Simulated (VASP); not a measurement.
# BaTiO3 (R3m) in VASP: single point with PBE

Aim: the single point of BaTiO3 with PBE.

All numbers are computed with VASP 6.6.1; they aren't measurements. Logs are shortened: lines on timing, memory, paths and dates and some standing lists are left out, and cuts for length are marked.

### Step 1. The cell of the first run

Symmetry: R3m, No. 160, trigonal system. Conventional cell: a = 5.655 Å, b = 5.655 Å, c = 6.953 Å, α = 90.00°, β = 90.00°, γ = 120.00°. Ba (site symmetry 3m) has 12 O at 2.79 to 2.88 Å and 8 Ti at 3.38 to 3.57 Å within 3.7 Å. Ti (site symmetry 3m) has 6 O at 1.88 to 2.14 Å within 2.5 Å. Within 2.5 Å of O (site symmetry m) lie 2 Ti at 1.88 to 2.14 Å.

### Step 2. Single point, PBE

Contents of INCAR:

```
PREC = Accurate ; ENCUT = 600
EDIFF = 1E-6 ; ISMEAR = 0
SIGMA = 0.02 ; LREAL = False
LASPH = True ; NELM = 120
ALGO = Normal ; ISIF = 2
LWAVE = False ; LCHARG = False
GGA = PE ; NBANDS = 28
GGA_COMPAT = False
```

Contents of KPOINTS:

```
Automatic mesh
0
Gamma
  6 6 6
```

Contents of POSCAR:

```
BaTiO3
1.0
    2.8276681575      1.6325549719      2.3177316080
   -2.8276681575      1.6325549719      2.3177316080
    0.0000000000     -3.2651099438      2.3177316080
Ba Ti O
1 1 3
Direct
    0.0000000000      0.0000000000      0.0000000000
    0.5140000000      0.5140000000      0.5140000000
    0.4916000000      0.4916000000      0.9815000000
    0.4916000000      0.9815000000      0.4916000000
    0.9815000000      0.4916000000      0.4916000000
```

Potentials or basis: VASP PAW PBE potentials, release 64 (Ba_sv, Ti_sv, O).

Command:

```console
$ cat potpaw_PBE.64/Ba_sv/POTCAR potpaw_PBE.64/Ti_sv/POTCAR potpaw_PBE.64/O/POTCAR > POTCAR
$ mpirun -np 1 vasp_std > vasp.out
```

OUTCAR:

```text
PREC = Accurate
   ENCUT = 600
   EDIFF = 1E-6
   ISMEAR = 0
   LREAL = False
   LASPH = True
   NELM = 120
   ISIF = 2
   GGA = PE

 ion  position               nearest neighbor table
   1  0.000  0.000  0.000-   3 2.79   4 2.79   5 2.79   5 2.83   4 2.83   4 2.83   5 2.83   3 2.83
                             3 2.83   3 2.88   4 2.88   5 2.88   2 3.38   2 3.43   2 3.43   2 3.43
   2  0.514  0.514  0.514-   3 1.88   4 1.88   5 1.88   3 2.14   4 2.14   5 2.14   1 3.38   1 3.43
                             1 3.43   1 3.43   1 3.50   1 3.50   1 3.50   1 3.57
   3  0.492  0.492  0.981-   2 1.88   2 2.14   1 2.79   1 2.83   1 2.83   1 2.88
   4  0.492  0.981  0.492-   2 1.88   2 2.14   1 2.79   1 2.83   1 2.83   1 2.88
   5  0.981  0.492  0.492-   2 1.88   2 2.14   1 2.79   1 2.83   1 2.83   1 2.88

  LATTYP: Found a trigonal (rhomboedric) cell.
 ALAT       =     4.0041007420
 COS(alpha) =     0.0025827226

  Lattice vectors:

 A1 = (   2.8276681575,   1.6325549719,   2.3177316080)
 A2 = (  -2.8276681575,   1.6325549719,   2.3177316080)
 A3 = (   0.0000000000,  -3.2651099438,   2.3177316080)

Analysis of symmetry for initial positions (statically):
=====================================================================
 Subroutine PRICEL returns:
 Original cell was already a primitive cell.

 Routine SETGRP: Setting up the symmetry group for a
 trigonal (rhombohedral) supercell.

 Subroutine GETGRP returns: Found  6 space group operations
 (whereof  6 operations were pure point group operations)
 out of a pool of 12 trial point group operations.

The static configuration has the point symmetry C_3v.

Analysis of symmetry for dynamics (positions and initial velocities):
=====================================================================
 Subroutine PRICEL returns:
 Original cell was already a primitive cell.

 Routine SETGRP: Setting up the symmetry group for a
 trigonal (rhombohedral) supercell.

 Subroutine GETGRP returns: Found  6 space group operations
 (whereof  6 operations were pure point group operations)
 out of a pool of 12 trial point group operations.

The dynamic configuration has the point symmetry C_3v.

 Subroutine INISYM returns: Found  6 space group operations
 (whereof  6 operations are pure point group operations),
 and found     1 'primitive' translations

----------------------------------------------------------------------------------------

                                     Primitive cell

  volume of cell :      64.1964

  direct lattice vectors                    reciprocal lattice vectors
     2.827668157  1.632554972  2.317731608     0.176824143  0.102089467  0.143818780
    -2.827668157  1.632554972  2.317731608    -0.176824143  0.102089467  0.143818780
     0.000000000 -3.265109944  2.317731608     0.000000000 -0.204178934  0.143818780

  length of vectors
     4.004100742  4.004100742  4.004100742     0.249745628  0.249745628  0.249745628

  position of ions in fractional coordinates (direct lattice)
     0.000000000  0.000000000  0.000000000
     0.514000000  0.514000000  0.514000000
     0.491600000  0.491600000  0.981500000
     0.491600000  0.981500000  0.491600000
     0.981500000  0.491600000  0.491600000

  ion indices of the primitive-cell ions
   primitive index   ion index
                 1           1
                 2           2
                 3           3
                 4           4
                 5           5

----------------------------------------------------------------------------------------

 KPOINTS: Automatic mesh

Automatic generation of k-mesh.
 Grid dimensions read from file:
 generate k-points for:    6    6    6

 Generating k-lattice:

  Cartesian coordinates                     Fractional coordinates (reciprocal lattice)
     0.029470691  0.017014911  0.023969797     0.166666667  0.000000000  0.000000000
    -0.029470691  0.017014911  0.023969797     0.000000000  0.166666667  0.000000000
     0.000000000 -0.034029822  0.023969797     0.000000000  0.000000000  0.166666667

  Length of vectors
     0.041624271  0.041624271  0.041624271

  Shift w.r.t. Gamma in fractional coordinates (k-lattice)
     0.000000000  0.000000000  0.000000000

 Subroutine IBZKPT returns following result:
 ===========================================

 Found     32 irreducible k-points:

 Following reciprocal coordinates:
            Coordinates               Weight
  0.000000  0.000000  0.000000      1.000000
  0.166667 -0.000000  0.000000      6.000000
  0.333333 -0.000000  0.000000      6.000000
  0.500000 -0.000000 -0.000000      3.000000
  0.166667  0.166667  0.000000      6.000000
  0.333333  0.166667  0.000000     12.000000
[... 16 lines left out ...]
  0.500000  0.500000  0.166667      6.000000
 -0.333333  0.500000  0.166667     12.000000
 [... further k-points ...]
   k-points           NKPTS =     32   k-points in BZ     NKDIM =     32   number of bands    NBANDS=     28
   number of dos      NEDOS =    301   number of ions     NIONS =      5
   total plane-waves  NPLWV =  32768
   dimension x,y,z NGX =    32 NGY =   32 NGZ =   32
   dimension x,y,z NGXF=    64 NGYF=   64 NGZF=   64
   ions per type =               1   1   3
   NGX,Y,Z   is equivalent  to a cutoff of  13.29, 13.29, 13.29 a.u.
   NGXF,Y,Z  is equivalent  to a cutoff of  26.57, 26.57, 26.57 a.u.
 SYSTEM =  unknown system
   PREC   = accura    normal or accurate (medium, high low for compatibility)
   ISTART =      0    job   : 0-new  1-cont  2-samecut
   ICHARG =      2    charge: 1-file 2-atom 10-const
   ISPIN  =      1    spin polarized calculation?
   LNONCOLLINEAR =      F non collinear calculations
   LSORBIT =      F    spin-orbit coupling
   LASPH  =      T    aspherical Exc in radial PAW
   ENCUT  =  600.0 eV  44.10 Ry    6.64 a.u.   8.00  8.00  8.00*2*pi/ulx,y,z
   NELM   =    120;   NELMIN=  2; NELMDL= -5     # of ELM steps
   EDIFF  = 0.1E-05   stopping-criterion for ELM
   LREAL  =      F    real-space projection
   EDIFFG = 0.1E-04   stopping-criterion for IOM
   NSW    =      0    number of steps for IOM
   IBRION =     -1    ionic relax: 0-MD 1-quasi-New 2-CG
   NFREE  =      0    steps in history (QN), initial steepest desc. (CG)
   ISIF   =      2    stress and relaxation
   ISYM   =      2    0-nonsym 1-usesym 2-fastsym
   POTIM  = 0.5000    time-step for ionic-motion
   TEBEG  =    0.0;   TEEND  =   0.0 temperature during run
   PSTRESS=    0.0 pullay stress
   NELECT =      40.0000    total number of electrons
   NUPDOWN=      -1.0000    fix difference up-down
   EMIN   =  10.00;   EMAX   =-10.00  energy-range for DOS
   EFERMI =   0.00;   METHOD = LEGACY
   ISMEAR =     0;   SIGMA  =   0.02  broadening in eV -4-tet -1-fermi 0-gaus
   EFERMI_NEDOS =   21; number of points for ismear=-14 and -15
   IALGO  =     38    algorithm
   IMIX   =      4    mixing-type and parameters
     AMIX     =   0.40;   BMIX     =  1.00
     AMIX_MAG =   1.60;   BMIX_MAG =  1.00
  volume/ion in A,a.u.               =      12.84        86.64
  Fermi-wavevector in a.u.,A,eV,Ry     =   1.398271  2.642349 26.601582  1.955161
  Thomas-Fermi vector in A             =   2.521445
   LORBIT       =      0    0 simple, 1 ext, 2 COOP (PROOUT), +10 PAW based schemes
   GGA     = PE    functional components
   LHFCALC =     F    Hartree Fock is set to
   AEXX    =    0.0000 exact exchange contribution
   IVDW    =     0    specifies the selected vdW correction
   LEPSILON=     F    determine dielectric tensor
   LRPA    =     F    only Hartree local field effects (RPA)
 non-spin polarized calculation
 Gauss-broadening in eV      SIGMA  =   0.02
  energy-cutoff  :      600.00
  volume of cell :       64.20
 maximum number of plane-waves:      2176
   NGX = 15   NGY = 15   NGZ = 15

 number of electron      39.9999998 magnetization

 Free energy of the ion-electron system (eV)
  ---------------------------------------------------
  ext. energy  EPLUGINS =         0.00000000
  ---------------------------------------------------
  free energy    TOTEN  =       -39.99715450 eV

  energy without entropy =      -39.99715450  energy(sigma->0) =      -39.99715450

 E-fermi :   3.8861     XC(G=0): -11.2353

 val. band max:        3.7713891159   @ k =   0.5000   0.5000   0.5000
 cond. band min:       6.1242882615   @ k =   0.0000   0.0000   0.0000
 fundamental gap:      2.3528991457
 Fermi energy:         3.8860680513

 k-point     1 :       0.0000    0.0000    0.0000
  band No.  band energies     occupation
      1     -52.5293      2.00000
      2     -28.7848      2.00000
      3     -28.7848      2.00000
      4     -28.7841      2.00000
      5     -21.0380      2.00000
      6     -13.0602      2.00000
[... 20 lines left out ...]
     27       8.8381      0.00000
     28      11.1408      0.00000

 k-point     2 :       0.1667   -0.0000    0.0000
  band No.  band energies     occupation
      1     -52.5291      2.00000
      2     -28.7980      2.00000
      3     -28.7843      2.00000
      4     -28.7838      2.00000
      5     -21.0091      2.00000
      6     -13.0812      2.00000
[... 20 lines left out ...]
     27       9.3690      0.00000
     28      11.7945      0.00000

 k-point     3 :       0.3333   -0.0000    0.0000
  band No.  band energies     occupation
      1     -52.5285      2.00000
      2     -28.8246      2.00000
      3     -28.7832      2.00000
      4     -28.7827      2.00000
      5     -20.9500      2.00000
      6     -13.2043      2.00000
[... 20 lines left out ...]
     27      10.6085      0.00000
     28      12.0977      0.00000

 k-point     4 :       0.5000   -0.0000   -0.0000
  band No.  band energies     occupation
      1     -52.5283      2.00000
      2     -28.8379      2.00000
      3     -28.7827      2.00000
      4     -28.7822      2.00000
      5     -20.9198      2.00000
      6     -13.2869      2.00000
[... 578 lines left out ...]
     27      11.2803      0.00000
     28      12.2730      0.00000

 k-point    23 :       0.5000    0.5000    0.1667
  band No.  band energies     occupation
      1     -52.5270      2.00000
      2     -28.8339      2.00000
      3     -28.8333      2.00000
      4     -28.7933      2.00000
      5     -20.8282      2.00000
      6     -12.5795      2.00000
[... 20 lines left out ...]
     27      12.3075      0.00000
     28      12.6413      0.00000

 k-point    24 :      -0.3333    0.5000    0.1667
  band No.  band energies     occupation
      1     -52.5273      2.00000
      2     -28.8345      2.00000
      3     -28.8208      2.00000
      4     -28.7938      2.00000
      5     -20.8467      2.00000
      6     -12.7560      2.00000
[... 20 lines left out ...]
     27      11.9574      0.00000
     28      12.4197      0.00000

 [... further k-points ...]
[... 5 lines left out ...]
  --------------------------------------------------------------------------------------
  -------------------------------------------------------------------------------------
  Total        2.6983218      2.6983218      2.5649414      0.0000000      0.0000000      0.0000000
  in kB       67.3431894     67.3431894     64.0143557      0.0000000      0.0000000      0.0000000
  external PRESSURE =      66.2335782 kB  Pullay stress =       0.0000000 kB

 VOLUME and BASIS-vectors are now :
 -----------------------------------------------------------------------------
  energy-cutoff  :      600.00
  volume of cell :       64.20
      direct lattice vectors                 reciprocal lattice vectors
     2.827668157  1.632554972  2.317731608     0.176824143  0.102089467  0.143818780
    -2.827668157  1.632554972  2.317731608    -0.176824143  0.102089467  0.143818780
     0.000000000 -3.265109944  2.317731608     0.000000000 -0.204178934  0.143818780

 POSITION                                       TOTAL-FORCE (eV/Angst)
 -----------------------------------------------------------------------------------
      0.00000      0.00000      0.00000        -0.000000      0.000000      0.075632
      0.00000      0.00000      3.57394        -0.000000      0.000000     -0.130006
      0.00000     -1.59958      4.55365        -0.000000     -0.209629      0.018125
     -1.38527      0.79979      4.55365        -0.181544      0.104814      0.018125
      1.38527      0.79979      4.55365         0.181544      0.104814      0.018125
 -----------------------------------------------------------------------------------
    total drift:                                0.000000      0.000002     -0.000210

  FREE ENERGIE OF THE ION-ELECTRON SYSTEM (eV)
  ---------------------------------------------------
  free  energy   TOTEN  =       -39.9971545049 eV

  energy  without entropy=      -39.9971545049  energy(sigma->0) =      -39.99715450
```

It took 86 s on 1 thread of AMD EPYC 7R13 (Zen 3), shared host; peak memory 0.19 GiB.

What came out:

* Free energy: -39.9972 eV
* Pressure: 6.6 GPa
* Largest force: 0.210 eV/Å
* Band gap on the k mesh: 2.35 eV, indirect (least direct gap 2.74 eV)

Forces in eV/Å, atoms in the order of the input:
```
Ba   0.000  0.000  0.076
Ti   0.000  0.000 -0.130
O    0.000 -0.210  0.018
O   -0.182  0.105  0.018
O    0.182  0.105  0.018
```

Levels at points of the mesh, in eV from the valence-band top:
```csv
k point,band 18,band 19,band 20,band 21,band 22,band 23
"(0.00, 0.00, 0.00)",-0.52,-0.39,-0.39,2.35,2.35,2.48
"(0.50, 0.00, 0.00)",-1.63,-0.94,-0.83,2.52,3.78,3.87
"(0.50, 0.50, 0.00)",-0.89,-0.85,-0.09,3.85,3.85,4.19
"(0.50, 0.50, 0.50)",-0.02,-0.02,0.00,4.34,4.47,4.47
```

Caveat: spin-orbit coupling is left out, which moves the levels of the heavy elements. As with any semilocal functional, this PBE gap is likely too small.
